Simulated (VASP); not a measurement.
# B3N (P222_1) in VASP: a series of runs

The runs below take B3N through relaxation of shape and atoms at fixed volume, relaxation of cell and atoms, with PBE.

Everything below comes from runs of VASP 6.6.1. Logs are shortened: lines on timing, memory, paths and dates and some standing lists are left out, and cuts for length are marked.

**1. The cell of the first run**

Symmetry: P222_1, No. 17, orthorhombic system. The conventional cell has a = 3.331 Å, b = 4.309 Å, c = 3.294 Å, α = 90.00°, β = 90.00°, γ = 90.00°. Within 2.0 Å of B (site symmetry 2) lie 2 N at 1.49 Å and 2 B at 1.77 Å. B (site symmetry 2) has 2 N at 1.46 Å and 2 B at 1.69 Å within 1.9 Å. B (site symmetry 2) has 6 B at 1.69 to 2.14 Å within 2.2 Å. Within 1.9 Å of N (site symmetry 2) lie 4 B at 1.46 to 1.49 Å.

**2. Relaxation of shape and atoms at fixed volume, PBE (5.91 Å³/atom)**

The input, INCAR:

```
SYSTEM = B3N
ALGO = Normal
EDIFF = 1E-6
EDIFFG = -0.01
ENCUT = 600
GGA = PE
IBRION = 2
ISIF = 4
ISMEAR = 0
LASPH = .TRUE.
LCHARG = .FALSE.
LREAL = .FALSE.
LWAVE = .FALSE.
NELM = 60
NSW = 50
PREC = Accurate
SIGMA = 0.1
```

The input, KPOINTS:

```
k-points
0
G
  10 8 10
  0 0 0
```

The input, POSCAR:

```
B3N
1.0
    3.3308444771      0.0000000000      0.0000000000
    0.0000000000      4.3094315867      0.0000000000
    0.0000000000      0.0000000000      3.2940876916
B N
6 2
Direct
    0.5000000000      0.2828191592      0.2500000000
    0.0000000000      0.3044356415      0.7500000000
    0.2042393957      0.0000000000      0.0000000000
    0.7957606043      0.0000000000      0.5000000000
    0.0000000000      0.6955643585      0.2500000000
    0.5000000000      0.7171808408      0.7500000000
    0.7428143429      0.5000000000      0.0000000000
    0.2571856571      0.5000000000      0.5000000000
```

Potentials or basis: VASP PAW PBE potentials, release 64 (B, N).

Command:

```console
$ cat potpaw_PBE.64/B/POTCAR potpaw_PBE.64/N/POTCAR > POTCAR
$ mpirun -np 1 vasp_std > vasp.out
```

OUTCAR:

```text
SYSTEM = B3N
   EDIFF = 1E-6
   EDIFFG = -0.01
   ENCUT = 600
   GGA = PE
   IBRION = 2
   ISIF = 4
   ISMEAR = 0
   LASPH = .TRUE.
   LREAL = .FALSE.
   NELM = 60
   NSW = 50
   PREC = Accurate

 ion  position               nearest neighbor table
   1  0.500  0.283  0.250-   7 1.49   8 1.49   3 1.77   4 1.77
   2  0.000  0.304  0.750-   7 1.46   8 1.46   3 1.69   4 1.69
   3  0.204  0.000  0.000-   2 1.69   5 1.69   1 1.77   6 1.77   4 2.14   4 2.14
   4  0.796  0.000  0.500-   2 1.69   5 1.69   1 1.77   6 1.77   3 2.14   3 2.14
   5  0.000  0.696  0.250-   7 1.46   8 1.46   3 1.69   4 1.69
   6  0.500  0.717  0.750-   7 1.49   8 1.49   3 1.77   4 1.77
   7  0.743  0.500  0.000-   2 1.46   5 1.46   1 1.49   6 1.49
   8  0.257  0.500  0.500-   2 1.46   5 1.46   1 1.49   6 1.49

  LATTYP: Found a simple orthorhombic cell.
 ALAT       =     3.2940876916
 B/A-ratio  =     1.0111584114
 C/A-ratio  =     1.3082321997

  Lattice vectors:

 A1 = (   0.0000000000,   0.0000000000,   3.2940876916)
 A2 = (   3.3308444771,   0.0000000000,   0.0000000000)
 A3 = (   0.0000000000,   4.3094315867,   0.0000000000)

Analysis of symmetry for initial positions (statically):
=====================================================================
 Subroutine PRICEL returns:
 Original cell was already a primitive cell.

 Routine SETGRP: Setting up the symmetry group for a
 simple orthorhombic supercell.

 Subroutine GETGRP returns: Found  4 space group operations
 (whereof  2 operations were pure point group operations)
 out of a pool of  8 trial point group operations.

The static configuration has the point symmetry C_2 .
 The point group associated with its full space group is D_2 .

Analysis of symmetry for dynamics (positions and initial velocities):
=====================================================================
 Subroutine PRICEL returns:
 Original cell was already a primitive cell.

 Routine SETGRP: Setting up the symmetry group for a
 simple orthorhombic supercell.

 Subroutine GETGRP returns: Found  4 space group operations
 (whereof  2 operations were pure point group operations)
 out of a pool of  8 trial point group operations.

The dynamic configuration has the point symmetry C_2 .
 The point group associated with its full space group is D_2 .

 Subroutine INISYM returns: Found  4 space group operations
 (whereof  2 operations are pure point group operations),
 and found     1 'primitive' translations

----------------------------------------------------------------------------------------

                                     Primitive cell

  volume of cell :      47.2835

  direct lattice vectors                    reciprocal lattice vectors
     3.330844477  0.000000000  0.000000000     0.300224164  0.000000000  0.000000000
     0.000000000  4.309431587  0.000000000     0.000000000  0.232049165  0.000000000
     0.000000000  0.000000000  3.294087692     0.000000000  0.000000000  0.303574189

  length of vectors
     3.330844477  4.309431587  3.294087692     0.300224164  0.232049165  0.303574189

  position of ions in fractional coordinates (direct lattice)
     0.500000000  0.282819159  0.250000000
     0.000000000  0.304435641  0.750000000
     0.204239396  0.000000000  0.000000000
     0.795760604  0.000000000  0.500000000
     0.000000000  0.695564359  0.250000000
     0.500000000  0.717180841  0.750000000
     0.742814343  0.500000000  0.000000000
     0.257185657  0.500000000  0.500000000

  ion indices of the primitive-cell ions
   primitive index   ion index
                 1           1
                 2           2
                 3           3
                 4           4
                 5           5
                 6           6
                 7           7
                 8           8

----------------------------------------------------------------------------------------

 KPOINTS: k-points

Automatic generation of k-mesh.
 Grid dimensions read from file:
 generate k-points for:   10    8   10

 Generating k-lattice:

  Cartesian coordinates                     Fractional coordinates (reciprocal lattice)
     0.030022416  0.000000000  0.000000000     0.100000000  0.000000000  0.000000000
     0.000000000  0.029006146  0.000000000     0.000000000  0.125000000  0.000000000
     0.000000000  0.000000000  0.030357419     0.000000000  0.000000000  0.100000000

  Length of vectors
     0.030022416  0.029006146  0.030357419

  Shift w.r.t. Gamma in fractional coordinates (k-lattice)
     0.000000000  0.000000000  0.000000000

 Subroutine IBZKPT returns following result:
 ===========================================

 Found    180 irreducible k-points:

 Following reciprocal coordinates:
            Coordinates               Weight
  0.000000  0.000000  0.000000      1.000000
  0.100000  0.000000  0.000000      2.000000
  0.200000  0.000000  0.000000      2.000000
  0.300000  0.000000  0.000000      2.000000
  0.400000  0.000000  0.000000      2.000000
  0.500000  0.000000  0.000000      1.000000
[... 16 lines left out ...]
  0.400000  0.375000  0.000000      4.000000
  0.500000  0.375000  0.000000      2.000000
 [... further k-points ...]
   k-points           NKPTS =    180   k-points in BZ     NKDIM =    180   number of bands    NBANDS=     19
   number of dos      NEDOS =    301   number of ions     NIONS =      8
   total plane-waves  NPLWV =  28224
   dimension x,y,z NGX =    28 NGY =   36 NGZ =   28
   dimension x,y,z NGXF=    56 NGYF=   72 NGZF=   56
   ions per type =               6   2
   NGX,Y,Z   is equivalent  to a cutoff of  13.98, 13.89, 14.13 a.u.
   NGXF,Y,Z  is equivalent  to a cutoff of  27.95, 27.78, 28.26 a.u.
 SYSTEM =  B3N
   PREC   = accura    normal or accurate (medium, high low for compatibility)
   ISTART =      0    job   : 0-new  1-cont  2-samecut
   ICHARG =      2    charge: 1-file 2-atom 10-const
   ISPIN  =      1    spin polarized calculation?
   LNONCOLLINEAR =      F non collinear calculations
   LSORBIT =      F    spin-orbit coupling
   LASPH  =      T    aspherical Exc in radial PAW
   ENCUT  =  600.0 eV  44.10 Ry    6.64 a.u.   6.65  8.61  6.58*2*pi/ulx,y,z
   NELM   =     60;   NELMIN=  2; NELMDL= -5     # of ELM steps
   EDIFF  = 0.1E-05   stopping-criterion for ELM
   LREAL  =      F    real-space projection
   EDIFFG = -.1E-01   stopping-criterion for IOM
   NSW    =     50    number of steps for IOM
   IBRION =      2    ionic relax: 0-MD 1-quasi-New 2-CG
   NFREE  =      1    steps in history (QN), initial steepest desc. (CG)
   ISIF   =      4    stress and relaxation
   ISYM   =      2    0-nonsym 1-usesym 2-fastsym
   POTIM  = 0.5000    time-step for ionic-motion
   TEBEG  =    0.0;   TEEND  =   0.0 temperature during run
   PSTRESS=    0.0 pullay stress
   NELECT =      28.0000    total number of electrons
   NUPDOWN=      -1.0000    fix difference up-down
   EMIN   =  10.00;   EMAX   =-10.00  energy-range for DOS
   EFERMI =   0.00;   METHOD = LEGACY
   ISMEAR =     0;   SIGMA  =   0.10  broadening in eV -4-tet -1-fermi 0-gaus
   EFERMI_NEDOS =   21; number of points for ismear=-14 and -15
   IALGO  =     38    algorithm
   IMIX   =      4    mixing-type and parameters
     AMIX     =   0.40;   BMIX     =  1.00
     AMIX_MAG =   1.60;   BMIX_MAG =  1.00
  volume/ion in A,a.u.               =       5.91        39.89
  Fermi-wavevector in a.u.,A,eV,Ry     =   1.374752  2.597904 25.714234  1.889943
  Thomas-Fermi vector in A             =   2.500150
   LORBIT       =      0    0 simple, 1 ext, 2 COOP (PROOUT), +10 PAW based schemes
   GGA     = PE    functional components
   LHFCALC =     F    Hartree Fock is set to
   AEXX    =    0.0000 exact exchange contribution
   IVDW    =     0    specifies the selected vdW correction
   LEPSILON=     F    determine dielectric tensor
   LRPA    =     F    only Hartree local field effects (RPA)
 conjugate gradient relaxation of ions
 non-spin polarized calculation
 Gauss-broadening in eV      SIGMA  =   0.10
  energy-cutoff  :      600.00
  volume of cell :       47.28
 maximum number of plane-waves:      1602
 NGX is ok and might be reduce to    28
   NGX = 13   NGY = 17   NGZ = 13

--------------------------------------- Ionic step        1  -------------------------------------------

 number of electron      28.0000000 magnetization

 Free energy of the ion-electron system (eV)
  ---------------------------------------------------
  ext. energy  EPLUGINS =         0.00000000
  ---------------------------------------------------
  free energy    TOTEN  =       -58.73020350 eV

  energy without entropy =      -58.72982576  energy(sigma->0) =      -58.73001463

------------------------ aborting loop because EDIFF is reached ----------------------------------------

  FORCE on cell =-STRESS in cart. coord.  units (eV):
  Direction    XX          YY          ZZ          XY          YZ          ZX
  --------------------------------------------------------------------------------------
  -------------------------------------------------------------------------------------
  Total       12.5102145     13.5583962     12.4423997      0.0000000      0.0000000      0.0000000
  in kB      423.9023613    459.4194748    421.6044920      0.0000000      0.0000000      0.0000000
  external PRESSURE =     434.9754427 kB  Pullay stress =       0.0000000 kB
[... 107 lines left out ...]
  FREE ENERGIE OF THE ION-ELECTRON SYSTEM (eV)
  ---------------------------------------------------
  free  energy   TOTEN  =       -58.7337405117 eV

  energy  without entropy=      -58.7333703727  energy(sigma->0) =      -58.73355544

[... ionic steps 4 to 7 ...]

--------------------------------------- Ionic step        8  -------------------------------------------

 number of electron      28.0000000 magnetization

------------------------ aborting loop because EDIFF is reached ----------------------------------------
[... 79 lines left out ...]
--------------------------------------- Ionic step       10  -------------------------------------------

 number of electron      28.0000000 magnetization

 Free energy of the ion-electron system (eV)
  ---------------------------------------------------
  ext. energy  EPLUGINS =         0.00000000
  ---------------------------------------------------
  free energy    TOTEN  =       -58.73489793 eV

  energy without entropy =      -58.73455948  energy(sigma->0) =      -58.73472871

 E-fermi :   8.6414     XC(G=0): -12.7709

 val. band max:        8.6260626459   @ k =   0.5000   0.5000   0.0000
 cond. band min:       8.7577502749   @ k =   0.3000   0.5000   0.1000
 fundamental gap:      0.1316876289
 Fermi energy:         8.6414297238

 k-point     1 :       0.0000    0.0000    0.0000
  band No.  band energies     occupation
      1     -13.0651      2.00000
      2      -7.7234      2.00000
      3      -3.9585      2.00000
      4      -3.3668      2.00000
      5      -1.0998      2.00000
      6      -0.8898      2.00000
[... 505 lines left out ...]
      6       0.3849      2.00000
[... 11 lines left out ...]
     18      15.2103      0.00000
     19      17.0820      0.00000

 [... further k-points ...]

------------------------ aborting loop because EDIFF is reached ----------------------------------------

  FORCE on cell =-STRESS in cart. coord.  units (eV):
  Direction    XX          YY          ZZ          XY          YZ          ZX
  --------------------------------------------------------------------------------------
  -------------------------------------------------------------------------------------
  Total       12.5779295     12.5766515     12.5736630      0.0000000      0.0000000      0.0000000
  in kB      426.1968515    426.1535474    426.0522836      0.0000000      0.0000000      0.0000000
  external PRESSURE =     426.1342275 kB  Pullay stress =       0.0000000 kB
[... 23 lines left out ...]
  FREE ENERGIE OF THE ION-ELECTRON SYSTEM (eV)
  ---------------------------------------------------
  free  energy   TOTEN  =       -58.7348979340 eV

  energy  without entropy=      -58.7345594781  energy(sigma->0) =      -58.73472871

 reached required accuracy - stopping structural energy minimisation
```

Wall time 7.7 min (1 thread of Intel Xeon 6975P-C (Granite Rapids), shared host); peak memory 0.28 GiB.

What came out:

```yaml
Free_energy: -58.7349 eV
Energy_gained_by_relaxing: 0.6 meV/atom
Ionic_steps: 10
Pressure_after_relaxing: 42.6 GPa
Band_gap_on_the_k_mesh: zero (bands 14 and 15 overlap by 0.65 eV)
```

Forces in eV/Å, atoms in the order of the input:
```
B    0.000  0.003  0.000
B    0.000  0.002  0.000
B    0.000  0.000  0.000
B    0.000  0.000  0.000
B    0.000 -0.002  0.000
B    0.000 -0.003  0.000
N    0.002  0.000  0.000
N   -0.002  0.000  0.000
```

Step by step:
```tsv
step	energy change (eV)	largest force (eV/Å)	pressure (GPa)	volume (Å³)
1	0.0000	0.2634	43.50	47.28
2	0.0019	0.4579	42.04	47.28
3	-0.0035	0.0951	42.86	47.28
4	-0.0041	0.0691	42.68	47.28
5	-0.0042	0.0552	42.72	47.28
6	-0.0044	0.0454	42.65	47.28
7	-0.0044	0.0347	42.67	47.28
8	-0.0046	0.0249	42.64	47.28
9	-0.0046	0.0211	42.62	47.28
10	-0.0047	0.0029	42.61	47.28
```

Final structure:
```
B N
1.0
     3.32831    0.00000    0.00000
     0.00000    4.32400    0.00000
     0.00000    0.00000    3.28549
B N
6 2
Direct
  0.50000 0.28080 0.25000
  0.00000 0.30450 0.75000
  0.20106 0.00000 0.00000
  0.79894 0.00000 0.50000
  0.00000 0.69550 0.25000
  0.50000 0.71920 0.75000
  0.74190 0.50000 0.00000
  0.25810 0.50000 0.50000
```

Levels at points of the mesh, in eV from the Fermi level:
```
           k point  band 10  band 11  band 12  band 13  band 14  band 15  band 16  band 17  band 18  band 19
(0.00, 0.00, 0.00)    -4.35    -4.15    -3.92    -2.93    -1.67     2.71     4.86     5.61     5.97     6.22
(0.50, 0.00, 0.00)    -7.35    -3.77    -3.02    -1.44     0.36     0.50     0.86     6.01     6.12     8.18
(0.00, 0.50, 0.00)    -4.39    -4.37    -4.34    -4.23    -4.22     3.43     3.83     7.04     7.13     8.30
(0.50, 0.50, 0.00)    -5.72    -4.96    -3.16    -2.05    -0.31    -0.29    -0.02     6.22     6.29     8.78
(0.00, 0.00, 0.50)    -7.49    -3.41    -3.41    -1.04    -1.04     1.21     1.21     5.78     5.78     8.65
(0.50, 0.00, 0.50)    -6.47    -5.42    -5.42    -2.84    -2.84     5.81     5.81     7.28     7.28     9.97
(0.00, 0.50, 0.50)    -5.82    -4.03    -4.03    -1.63    -1.63     0.31     0.31     6.40     6.40     9.32
(0.50, 0.50, 0.50)    -4.01    -2.85    -2.85    -2.66    -2.66     3.81     3.81     5.88     5.88     7.18
```

Caveat: semilocal functionals underestimate gaps, and a narrow one can read as zero.

**3. Relaxation of cell and atoms, PBE**

This run uses another cell than the first one, of 6.71 Å³/atom.

The input, INCAR:

```
  ALGO = Normal
  EDIFF = 1E-7
  EDIFFG = -0.01
  ENCUT = 600
  GGA = PE
  IBRION = 2
  ISIF = 3
  ISMEAR = 0
  LASPH = T
  LCHARG = F
  LREAL = F
  LWAVE = F
  NELM = 100
  NSW = 100
  PREC = Accurate
  SIGMA = 0.1
```

The input, KPOINTS:

```
k-points
0
Gamma
  10 8 10
```

The input, POSCAR:

```
B3N
1.0
    3.4828792176      0.0000000000      0.0000000000
    0.0000000000      4.4590537595      0.0000000000
    0.0000000000      0.0000000000      3.4548657129
B N
6 2
Direct
    0.5000000000      0.2866015434      0.2500000000
    0.0000000000      0.3041848864      0.7500000000
    0.2083884604      0.0000000000      0.0000000000
    0.7916115396      0.0000000000      0.5000000000
    0.0000000000      0.6958151136      0.2500000000
    0.5000000000      0.7133984566      0.7500000000
    0.7444338812      0.5000000000      0.0000000000
    0.2555661188      0.5000000000      0.5000000000
```

Potentials or basis: VASP PAW PBE potentials, release 64 (B, N).

Command:

```console
$ cat potpaw_PBE.64/B/POTCAR potpaw_PBE.64/N/POTCAR > POTCAR
$ mpirun -np 1 vasp_std > vasp.out
```

OUTCAR:

```text
EDIFF = 1E-7
   EDIFFG = -0.01
   ENCUT = 600
   GGA = PE
   IBRION = 2
   ISIF = 3
   ISMEAR = 0
   LASPH = T
   LREAL = F
   NELM = 100
   NSW = 100
   PREC = Accurate

 ion  position               nearest neighbor table
   1  0.500  0.287  0.250-   7 1.54   8 1.54   3 1.85   4 1.85
   2  0.000  0.304  0.750-   7 1.52   8 1.52   3 1.76   4 1.76
   3  0.208  0.000  0.000-   2 1.76   5 1.76   1 1.85   6 1.85
   4  0.792  0.000  0.500-   2 1.76   5 1.76   1 1.85   6 1.85
   5  0.000  0.696  0.250-   7 1.52   8 1.52   3 1.76   4 1.76
   6  0.500  0.713  0.750-   7 1.54   8 1.54   3 1.85   4 1.85
   7  0.744  0.500  0.000-   2 1.52   5 1.52   1 1.54   6 1.54
   8  0.256  0.500  0.500-   2 1.52   5 1.52   1 1.54   6 1.54

  LATTYP: Found a simple orthorhombic cell.
 ALAT       =     3.4548657129
 B/A-ratio  =     1.0081084207
 C/A-ratio  =     1.2906590675

  Lattice vectors:

[... 537 lines left out ...]

  energy without entropy =      -59.52587332  energy(sigma->0) =      -59.52622587

 E-fermi :   7.1727     XC(G=0): -12.1836

 val. band max:        7.1571721108   @ k =   0.5000   0.5000   0.0000
 cond. band min:       7.2113672104   @ k =   0.3000   0.5000   0.1000
 fundamental gap:      0.0541950996
 Fermi energy:         7.1727039689

 k-point     1 :       0.0000    0.0000    0.0000
  band No.  band energies     occupation
      1     -13.2504      2.00000
      2      -8.8076      2.00000
      3      -4.2991      2.00000
      4      -3.7191      2.00000
      5      -1.9264      2.00000
      6      -1.8238      2.00000
[... 505 lines left out ...]
      6      -0.7866      2.00000
[... 11 lines left out ...]
     18      13.4768      0.00000
     19      15.1158      0.00000

 [... further k-points ...]

------------------------ aborting loop because EDIFF is reached ----------------------------------------

  FORCE on cell =-STRESS in cart. coord.  units (eV):
  Direction    XX          YY          ZZ          XY          YZ          ZX
  --------------------------------------------------------------------------------------
  -------------------------------------------------------------------------------------
  Total        0.0076703      0.0425993      0.0351758      0.0000000      0.0000000      0.0000000
  in kB        0.2287746      1.2705619      1.0491488      0.0000000      0.0000000      0.0000000
  external PRESSURE =       0.8494951 kB  Pullay stress =       0.0000000 kB
[... 23 lines left out ...]
  FREE ENERGIE OF THE ION-ELECTRON SYSTEM (eV)
  ---------------------------------------------------
  free  energy   TOTEN  =       -59.5265784237 eV

  energy  without entropy=      -59.5258733242  energy(sigma->0) =      -59.52622587

 reached required accuracy - stopping structural energy minimisation
```

It took 7.6 min on 1 thread of Intel Xeon 6975P-C (Granite Rapids), shared host; peak memory 0.3 GiB.

Results:

```yaml
Free_energy: -59.5266 eV
Relaxed_volume: 6.71 Å³/atom
Relaxed_cell: a = 3.485 Å, b = 4.454 Å, c = 3.460 Å, α = 90.00°, β = 90.00°, γ = 90.00°
Space_group_after_relaxing_to_0.1_Å: P222_1 (No. 17)
Energy_gained_by_relaxing: 0.3 meV/atom
Ionic_steps: 9
Pressure_after_relaxing: 0.1 GPa
Largest_force_after_relaxing: 0.008 eV/Å
Band_gap_on_the_k_mesh: zero (bands 14 and 15 overlap by 0.22 eV)
```

Forces in eV/Å, atoms in the order of the input:
```
B    0.000 -0.003  0.000
B    0.000  0.005  0.000
B    0.002  0.000  0.000
B   -0.002  0.000  0.000
B    0.000 -0.005  0.000
B    0.000  0.003  0.000
N    0.008  0.000  0.000
N   -0.008  0.000  0.000
```

Stress tensor (GPa, compression positive):
```
0.02 0.00 0.00
0.00 0.13 0.00
0.00 0.00 0.10
```

The path:
```tsv
step	energy change (eV)	largest force (eV/Å)	pressure (GPa)	volume (Å³)
1	0.0000	0.0906	0.03	53.66
2	-0.0006	0.1320	0.34	53.67
3	-0.0008	0.0616	0.23	53.66
4	-0.0014	0.0378	-0.10	53.74
5	-0.0015	0.0443	-0.29	53.78
6	-0.0019	0.0272	-0.02	53.74
7	-0.0019	0.0370	0.05	53.72
8	-0.0020	0.0307	0.10	53.72
9	-0.0020	0.0081	0.08	53.72
```

Final structure:
```
CELL_PARAMETERS angstrom
3.48547 0.00000 0.00000
0.00000 4.45383 0.00000
0.00000 0.00000 3.46037
ATOMIC_POSITIONS crystal
B 0.50000 0.28783 0.25000
B 0.00000 0.30368 0.75000
B 0.21338 0.00000 0.00000
B 0.78662 0.00000 0.50000
B 0.00000 0.69632 0.25000
B 0.50000 0.71217 0.75000
N 0.74501 0.50000 0.00000
N 0.25499 0.50000 0.50000
```

Caveat: semilocal functionals underestimate gaps, and a narrow one can read as zero.

The gap in the log of VASP goes by the Fermi energy; the results here count the filled bands.